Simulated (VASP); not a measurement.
# LiAg3Cl3 in VASP: notebook

The runs below take LiAg3Cl3 through single point, with PBE.

Everything below comes from runs of VASP 6.6.1. Logs are shortened: lines on timing, memory, paths and dates and some standing lists are left out, and cuts for length are marked.

### Step 1. The cell of the first run

It takes space group Cm (No. 8, monoclinic). The conventional cell has a = 14.425 Å, b = 3.548 Å, c = 6.812 Å, α = 90.00°, β = 115.03°, γ = 90.00°. Li (site symmetry m) has 4 Cl at 2.34 to 2.36 Å and 1 Ag at 3.10 Å within 3.2 Å. Within 3.9 Å of Ag (site symmetry m) lie 5 Cl at 2.69 to 3.90 Å and 5 Ag at 2.78 to 3.55 Å and 2 Li at 3.10 to 3.81 Å. Ag (site symmetry m) has 3 Cl at 2.64 to 3.04 Å and 5 Ag at 2.78 to 3.55 Å within 3.6 Å. Within 3.4 Å of Ag (site symmetry m) lie 2 Cl at 2.60 Å and 4 Ag at 2.85 to 2.87 Å. Within 3.1 Å of Cl (site symmetry m) lie 1 Li at 2.35 Å and 3 Ag at 2.60 to 3.04 Å. Cl (site symmetry m) has 2 Li at 2.36 Å and 2 Ag at 2.69 Å within 3.1 Å. Cl (site symmetry m) has 1 Li at 2.34 Å and 3 Ag at 2.64 to 2.70 Å within 3.1 Å.

### Step 2. Single point, PBE

The input, INCAR:

```
SYSTEM = LiAg3Cl3
ALGO = Normal ; EDIFF = 1E-6
ENCUT = 520 ; GGA = PE
ISIF = 2 ; ISMEAR = 0
LASPH = .TRUE. ; LCHARG = .FALSE.
LREAL = .FALSE. ; LWAVE = .FALSE.
NBANDS = 38 ; NELM = 80
PREC = Accurate ; SIGMA = 0.1
```

The input, KPOINTS:

```
k-points
0
G
  6 6 4
  0 0 0
```

The input, POSCAR:

```
LiAg3Cl3
1.0
    7.2123755614     -1.7739962416      0.0000000000
    7.2123755614      1.7739962416      0.0000000000
   -2.8825468037      0.0000000000      6.1723058551
Li Ag Cl
1 3 3
Direct
    0.6437225111      0.6437225111      0.6332990186
    0.5985049204      0.5985049204      0.1456256107
    0.3913061680      0.3913061680      0.0520422871
    0.9662899281      0.9662899281      0.8208301294
    0.4675385950      0.4675385950      0.5421868096
    0.1905756119      0.1905756119      0.4660206424
    0.7479185919      0.7479185919      0.0066955021
```

Potentials or basis: VASP PAW PBE potentials, release 64 (Li_sv, Ag, Cl).

Started as:

```sh
cat potpaw_PBE.64/Li_sv/POTCAR potpaw_PBE.64/Ag/POTCAR potpaw_PBE.64/Cl/POTCAR > POTCAR
mpirun -np 1 vasp_std > vasp.out
```

OUTCAR:

```text
SYSTEM = LiAg3Cl3
   EDIFF = 1E-6
   ENCUT = 520
   GGA = PE
   ISIF = 2
   ISMEAR = 0
   LASPH = .TRUE.
   LREAL = .FALSE.
   NELM = 80
   PREC = Accurate

 ion  position               nearest neighbor table
   1  0.644  0.644  0.633-   7 2.34   5 2.35   6 2.36   6 2.36   2 3.10
   2  0.599  0.599  0.146-   6 2.69   6 2.69   7 2.70   3 2.78   4 2.85   4 2.85   1 3.10
   3  0.391  0.391  0.052-   7 2.64   7 2.64   2 2.78   4 2.87   4 2.87   5 3.04
   4  0.966  0.966  0.821-   5 2.60   5 2.60   2 2.85   2 2.85   3 2.87   3 2.87
   5  0.468  0.468  0.542-   1 2.35   4 2.60   4 2.60   3 3.04
   6  0.191  0.191  0.466-   1 2.36   1 2.36   2 2.69   2 2.69
   7  0.748  0.748  0.007-   1 2.34   3 2.64   3 2.64   2 2.70

  LATTYP: Found a base centered monoclinic cell.
 ALAT       =    14.4247511228
 B/A-ratio  =     0.2459655943
 C/A-ratio  =     0.4722595811
 COS(beta)  =    -0.4231430979

  Lattice vectors:

 A1 = (   7.2123755614,  -1.7739962416,   0.0000000000)
 A2 = (   7.2123755614,   1.7739962416,   0.0000000000)
 A3 = (  -2.8825468037,   0.0000000000,   6.1723058551)

Analysis of symmetry for initial positions (statically):
=====================================================================
 Subroutine PRICEL returns:
 Original cell was already a primitive cell.

 Routine SETGRP: Setting up the symmetry group for a
 base centered monoclinic supercell.

 Subroutine GETGRP returns: Found  2 space group operations
 (whereof  2 operations were pure point group operations)
 out of a pool of  4 trial point group operations.

The static configuration has the point symmetry C_1h.

Analysis of symmetry for dynamics (positions and initial velocities):
=====================================================================
 Subroutine PRICEL returns:
 Original cell was already a primitive cell.

 Routine SETGRP: Setting up the symmetry group for a
 base centered monoclinic supercell.

 Subroutine GETGRP returns: Found  2 space group operations
 (whereof  2 operations were pure point group operations)
 out of a pool of  4 trial point group operations.

The dynamic configuration has the point symmetry C_1h.

 Subroutine INISYM returns: Found  2 space group operations
 (whereof  2 operations are pure point group operations),
 and found     1 'primitive' translations

----------------------------------------------------------------------------------------

                                     Primitive cell

  volume of cell :     157.9459

  direct lattice vectors                    reciprocal lattice vectors
     7.212375561 -1.773996242  0.000000000     0.069325286 -0.281849526  0.032375807
     7.212375561  1.773996242  0.000000000     0.069325286  0.281849526  0.032375807
    -2.882546804  0.000000000  6.172305855     0.000000000  0.000000000  0.162014006

  length of vectors
     7.427342991  7.427342991  6.812226923     0.292050241  0.292050241  0.162014006

  position of ions in fractional coordinates (direct lattice)
     0.643722511  0.643722511  0.633299019
     0.598504920  0.598504920  0.145625611
     0.391306168  0.391306168  0.052042287
     0.966289928  0.966289928  0.820830129
     0.467538595  0.467538595  0.542186810
     0.190575612  0.190575612  0.466020642
     0.747918592  0.747918592  0.006695502

  ion indices of the primitive-cell ions
   primitive index   ion index
                 1           1
                 2           2
                 3           3
                 4           4
                 5           5
                 6           6
                 7           7

----------------------------------------------------------------------------------------

 KPOINTS: k-points

Automatic generation of k-mesh.
 Grid dimensions read from file:
 generate k-points for:    6    6    4

 Generating k-lattice:

  Cartesian coordinates                     Fractional coordinates (reciprocal lattice)
     0.011554214 -0.046974921  0.005395968     0.166666667  0.000000000  0.000000000
     0.011554214  0.046974921  0.005395968     0.000000000  0.166666667  0.000000000
     0.000000000  0.000000000  0.040503502     0.000000000  0.000000000  0.250000000

  Length of vectors
     0.048675040  0.048675040  0.040503502

  Shift w.r.t. Gamma in fractional coordinates (k-lattice)
     0.000000000  0.000000000  0.000000000

 Subroutine IBZKPT returns following result:
 ===========================================

 Found     47 irreducible k-points:

 Following reciprocal coordinates:
            Coordinates               Weight
  0.000000  0.000000  0.000000      1.000000
  0.166667  0.000000 -0.000000      4.000000
  0.333333  0.000000 -0.000000      4.000000
  0.500000 -0.000000 -0.000000      2.000000
  0.166667  0.166667 -0.000000      2.000000
  0.333333  0.166667 -0.000000      4.000000
[... 16 lines left out ...]
 -0.333333  0.166667  0.250000      4.000000
 -0.166667  0.166667  0.250000      4.000000
 [... further k-points ...]
   k-points           NKPTS =     47   k-points in BZ     NKDIM =     47   number of bands    NBANDS=     38
   number of dos      NEDOS =    301   number of ions     NIONS =      7
   total plane-waves  NPLWV = 169344
   dimension x,y,z NGX =    56 NGY =   56 NGZ =   54
   dimension x,y,z NGXF=   112 NGYF=  112 NGZF=  108
   ions per type =               1   3   3
   NGX,Y,Z   is equivalent  to a cutoff of  12.53, 12.53, 13.18 a.u.
   NGXF,Y,Z  is equivalent  to a cutoff of  25.07, 25.07, 26.36 a.u.
 SYSTEM =  LiAg3Cl3
   PREC   = accura    normal or accurate (medium, high low for compatibility)
   ISTART =      0    job   : 0-new  1-cont  2-samecut
   ICHARG =      2    charge: 1-file 2-atom 10-const
   ISPIN  =      1    spin polarized calculation?
   LNONCOLLINEAR =      F non collinear calculations
   LSORBIT =      F    spin-orbit coupling
   LASPH  =      T    aspherical Exc in radial PAW
   ENCUT  =  520.0 eV  38.22 Ry    6.18 a.u.  13.81 13.81 12.67*2*pi/ulx,y,z
   NELM   =     80;   NELMIN=  2; NELMDL= -5     # of ELM steps
   EDIFF  = 0.1E-05   stopping-criterion for ELM
   LREAL  =      F    real-space projection
[... 7 lines left out ...]
   TEBEG  =    0.0;   TEEND  =   0.0 temperature during run
   PSTRESS=    0.0 pullay stress
   NELECT =      57.0000    total number of electrons
   NUPDOWN=      -1.0000    fix difference up-down
   EMIN   =  10.00;   EMAX   =-10.00  energy-range for DOS
   EFERMI =   0.00;   METHOD = LEGACY
   ISMEAR =     0;   SIGMA  =   0.10  broadening in eV -4-tet -1-fermi 0-gaus
   EFERMI_NEDOS =   21; number of points for ismear=-14 and -15
   IALGO  =     38    algorithm
   IMIX   =      4    mixing-type and parameters
     AMIX     =   0.40;   BMIX     =  1.00
     AMIX_MAG =   1.60;   BMIX_MAG =  1.00
  volume/ion in A,a.u.               =      22.56       152.27
  Fermi-wavevector in a.u.,A,eV,Ry     =   1.165548  2.202567 18.483555  1.358503
  Thomas-Fermi vector in A             =   2.302073
   LORBIT       =      0    0 simple, 1 ext, 2 COOP (PROOUT), +10 PAW based schemes
   GGA     = PE    functional components
   LHFCALC =     F    Hartree Fock is set to
   AEXX    =    0.0000 exact exchange contribution
   IVDW    =     0    specifies the selected vdW correction
   LEPSILON=     F    determine dielectric tensor
   LRPA    =     F    only Hartree local field effects (RPA)
 non-spin polarized calculation
 Gauss-broadening in eV      SIGMA  =   0.10
  energy-cutoff  :      520.00
  volume of cell :      157.95
 maximum number of plane-waves:      4286
   NGX = 27   NGY = 27   NGZ = 25

 number of electron      57.0000002 magnetization

 Free energy of the ion-electron system (eV)
  ---------------------------------------------------
  ext. energy  EPLUGINS =         0.00000000
  ---------------------------------------------------
  free energy    TOTEN  =       -20.37209579 eV

  energy without entropy =      -20.37088478  energy(sigma->0) =      -20.37149029

 E-fermi :   2.7390     XC(G=0):  -9.0785

 val. band max:        2.6395104912   @ k =   0.5000   0.3333   0.5000
 cond. band min:       2.8132141474   @ k =  -0.1667   0.1667   0.0000
 fundamental gap:      0.1737036562
 Fermi energy:         2.7390238456

 k-point     1 :       0.0000    0.0000    0.0000
  band No.  band energies     occupation
      1     -42.1905      2.00000
      2     -12.2592      2.00000
      3     -12.0429      2.00000
      4     -11.9409      2.00000
      5      -2.2399      2.00000
      6      -2.1050      2.00000
[... 30 lines left out ...]
     37      11.4836      0.00000
     38      11.7762      0.00000

 k-point     2 :       0.1667    0.0000   -0.0000
  band No.  band energies     occupation
      1     -42.1902      2.00000
      2     -12.1848      2.00000
      3     -11.9910      2.00000
      4     -11.8919      2.00000
      5      -2.0856      2.00000
      6      -2.0145      2.00000
[... 30 lines left out ...]
     37      11.3499      0.00000
     38      11.6216      0.00000

 k-point     3 :       0.3333    0.0000   -0.0000
  band No.  band energies     occupation
      1     -42.1895      2.00000
      2     -12.0248      2.00000
      3     -11.8825      2.00000
      4     -11.7956      2.00000
      5      -2.0700      2.00000
      6      -1.9873      2.00000
[... 30 lines left out ...]
     37      10.1526      0.00000
     38      10.7175      0.00000

 k-point     4 :       0.5000   -0.0000   -0.0000
  band No.  band energies     occupation
      1     -42.1892      2.00000
      2     -11.9369      2.00000
      3     -11.8255      2.00000
      4     -11.7504      2.00000
      5      -2.1458      2.00000
      6      -2.0216      2.00000
[... 30 lines left out ...]
     37      10.1283      0.00000
     38      10.6392      0.00000
[... 703 lines left out ...]
      4     -11.8099      2.00000
      5      -2.0714      2.00000
      6      -1.9728      2.00000
[... 30 lines left out ...]
     37      10.5841      0.00000
     38      10.9750      0.00000

 k-point    23 :      -0.3333    0.1667    0.2500
  band No.  band energies     occupation
      1     -42.1892      2.00000
      2     -11.9365      2.00000
      3     -11.8252      2.00000
      4     -11.7506      2.00000
      5      -2.1621      2.00000
      6      -2.0166      2.00000
[... 30 lines left out ...]
     37      10.1850      0.00000
     38      11.0433      0.00000

 k-point    24 :      -0.1667    0.1667    0.2500
  band No.  band energies     occupation
      1     -42.1895      2.00000
      2     -12.0153      2.00000
      3     -11.8945      2.00000
      4     -11.7931      2.00000
      5      -2.0760      2.00000
      6      -2.0172      2.00000
[... 30 lines left out ...]
     37      10.4963      0.00000
     38      10.9973      0.00000

 [... further k-points ...]

------------------------ aborting loop because EDIFF is reached ----------------------------------------

  FORCE on cell =-STRESS in cart. coord.  units (eV):
  Direction    XX          YY          ZZ          XY          YZ          ZX
  --------------------------------------------------------------------------------------
  -------------------------------------------------------------------------------------
  Total       -0.1041471     -0.1507691     -0.0804226      0.0000000      0.0000000     -0.0157359
  in kB       -1.0564512     -1.5293765     -0.8157938      0.0000000      0.0000000     -0.1596225
  external PRESSURE =      -1.1338738 kB  Pullay stress =       0.0000000 kB

 VOLUME and BASIS-vectors are now :
 -----------------------------------------------------------------------------
  energy-cutoff  :      520.00
  volume of cell :      157.95
      direct lattice vectors                 reciprocal lattice vectors
     7.212375561 -1.773996242  0.000000000     0.069325286 -0.281849526  0.032375807
     7.212375561  1.773996242  0.000000000     0.069325286  0.281849526  0.032375807
    -2.882546804  0.000000000  6.172305855     0.000000000  0.000000000  0.162014006

 POSITION                                       TOTAL-FORCE (eV/Angst)
 -----------------------------------------------------------------------------------
      7.46002      0.00000      3.90892         0.003248      0.000000      0.004059
      8.21351      0.00000      0.89885         0.011976      0.000000      0.005150
      5.49448      0.00000      0.32122        -0.006410      0.000000     -0.005935
     11.57241      0.00000      5.06641         0.003074      0.000000     -0.000218
      5.18125      0.00000      3.34654        -0.002355      0.000000      0.008965
      1.40568      0.00000      2.87642        -0.003974      0.000000     -0.019498
     10.76924      0.00000      0.04133        -0.005560      0.000000      0.007476
 -----------------------------------------------------------------------------------
    total drift:                               -0.000030     -0.000000     -0.001253

  FREE ENERGIE OF THE ION-ELECTRON SYSTEM (eV)
  ---------------------------------------------------
  free  energy   TOTEN  =       -20.3720957859 eV

  energy  without entropy=      -20.3708847847  energy(sigma->0) =      -20.37149029
```

It took 14 min on 1 thread of Intel Xeon 8259CL, shared host; peak memory 0.56 GiB.

Results:

```
Free energy            : -20.3721 eV
Largest force          : 0.020 eV/Å
Band gap on the k mesh : zero (an odd number of electrons rules out a gap without spin polarisation)
```

Forces on the atoms (eV/Å):
```
Li   0.003  0.000  0.004
Ag   0.012  0.000  0.005
Ag  -0.006  0.000 -0.006
Ag   0.003  0.000  0.000
Cl  -0.002  0.000  0.009
Cl  -0.004  0.000 -0.019
Cl  -0.006  0.000  0.007
```

Levels at points of the mesh, in eV from the Fermi level:
| k point | band 26 | band 27 | band 28 | band 29 | band 30 | band 31 | band 32 | band 33 |
| --- | --- | --- | --- | --- | --- | --- | --- | --- |
| (0.00, 0.00, 0.00) | -1.54 | -1.26 | -1.22 | -0.87 | 3.50 | 4.62 | 4.64 | 4.84 |
| (0.50, 0.00, 0.00) | -1.92 | -1.76 | -1.35 | 1.23 | 2.31 | 4.14 | 4.85 | 5.48 |
| (0.50, 0.50, 0.00) | -1.61 | -1.16 | -0.98 | -0.89 | 1.74 | 3.93 | 5.63 | 6.18 |
| (0.00, 0.00, 0.50) | -1.52 | -1.12 | -0.94 | -0.81 | 2.51 | 3.37 | 5.45 | 5.82 |
| (0.50, 0.00, 0.50) | -2.02 | -1.58 | -1.38 | 1.74 | 2.37 | 3.92 | 4.59 | 5.48 |
| (0.50, 0.50, 0.50) | -1.49 | -1.28 | -0.90 | -0.68 | 1.90 | 3.18 | 5.47 | 6.28 |

Caveat: the cutoff is under 1.25 times the usual one of these potentials, so pressure, stress and relaxed cells hold a basis-set (Pulay) error; an odd number of electrons without spin polarisation forces a metal; a magnetic or distorted state may lie lower.

### Step 3. Single point, PBE

This run uses another cell than the first one, of the same volume but with other edges.

The input, INCAR:

```
SYSTEM = LiAg3Cl3
PREC     = Accurate       ! precision mode
ENCUT    = 520            ! plane-wave cutoff, eV
EDIFF    = 1E-6           ! SCF threshold, eV
ISMEAR   = 0              ! smearing method
SIGMA    = 0.2            ! smearing width, eV
LREAL    = .FALSE.        ! projectors in reciprocal space
LASPH    = .TRUE.         ! aspherical terms in the spheres
NELM     = 60             ! most SCF steps
ALGO     = Normal         ! electronic algorithm
ISIF     = 2              ! what is computed and relaxed
LWAVE    = .FALSE.        ! write WAVECAR
LCHARG   = .FALSE.        ! write CHGCAR
GGA      = PE             ! functional
NBANDS   = 38             ! bands
```

The input, KPOINTS:

```
Automatic mesh
0
G
  6 4 4
  0 0 0
```

The input, POSCAR:

```
LiAg3Cl3
1.0
    0.0052554400     -3.5147867777      0.4842488499
   -6.8082878286      0.0212753558      0.2306509200
    3.5335564199      0.8718302525     -6.8418180769
Li Ag Cl
1 3 3
Direct
    0.3562774889      0.4427556611      0.8094566425
    0.4013223724      0.0455174347      0.8998918240
    0.6099967523      0.3663316157      0.3142893286
    0.0348210621     -0.0148480621      0.1643218084
    0.5336907706      0.7040112843      0.1618244746
   -0.1912455422      0.1817710834      0.7157504410
    0.2551370959      0.6077599830      0.6010644809
```

Potentials or basis: VASP PAW PBE potentials, release 64 (Li_sv, Ag, Cl).

Started as:

```sh
cat potpaw_PBE.64/Li_sv/POTCAR potpaw_PBE.64/Ag/POTCAR potpaw_PBE.64/Cl/POTCAR > POTCAR
mpirun -np 1 vasp_std > vasp.out
```

Wall time 9.5 min (1 thread of Intel Xeon 8259CL, shared host); peak memory 0.44 GiB.

It converged, with:

```
Free energy            : -20.3748 eV
Largest force          : 0.015 eV/Å
Band gap on the k mesh : zero (an odd number of electrons rules out a gap without spin polarisation)
```

Forces on the atoms (eV/Å):
```
Li  -0.002  0.002  0.006
Ag   0.001  0.001  0.014
Ag  -0.001 -0.004 -0.008
Ag   0.000  0.002  0.002
Cl   0.000  0.001  0.000
Cl   0.012 -0.004 -0.008
Cl  -0.010  0.004 -0.007
```

Levels at points of the mesh, in eV from the Fermi level:
```
           k point  band 25  band 26  band 27  band 28  band 29  band 30  band 31  band 32
(0.00, 0.00, 0.00)    -1.79    -1.56    -1.28    -1.24    -0.89     3.48     4.60     4.63
(0.50, 0.00, 0.00)    -2.09    -1.94    -1.78    -1.37     1.21     2.30     4.12     4.83
(0.00, 0.50, 0.00)    -1.76    -1.51    -1.30    -0.92    -0.69     1.88     3.16     5.46
(0.50, 0.50, 0.00)    -2.15    -2.04    -1.60    -1.40     1.72     2.35     3.90     4.57
(0.00, 0.00, 0.50)    -1.78    -1.63    -1.18    -1.00    -0.91     1.73     3.91     5.61
(0.50, 0.00, 0.50)    -2.09    -1.94    -1.78    -1.37     1.21     2.29     4.13     4.82
(0.00, 0.50, 0.50)    -1.92    -1.53    -1.14    -0.96    -0.82     2.50     3.35     5.43
(0.50, 0.50, 0.50)    -2.15    -2.04    -1.60    -1.40     1.72     2.35     3.91     4.57
```

Caveat: the cutoff is under 1.25 times the usual one of these potentials, so pressure, stress and relaxed cells hold a basis-set (Pulay) error; an odd number of electrons without spin polarisation forces a metal; a magnetic or distorted state may lie lower.
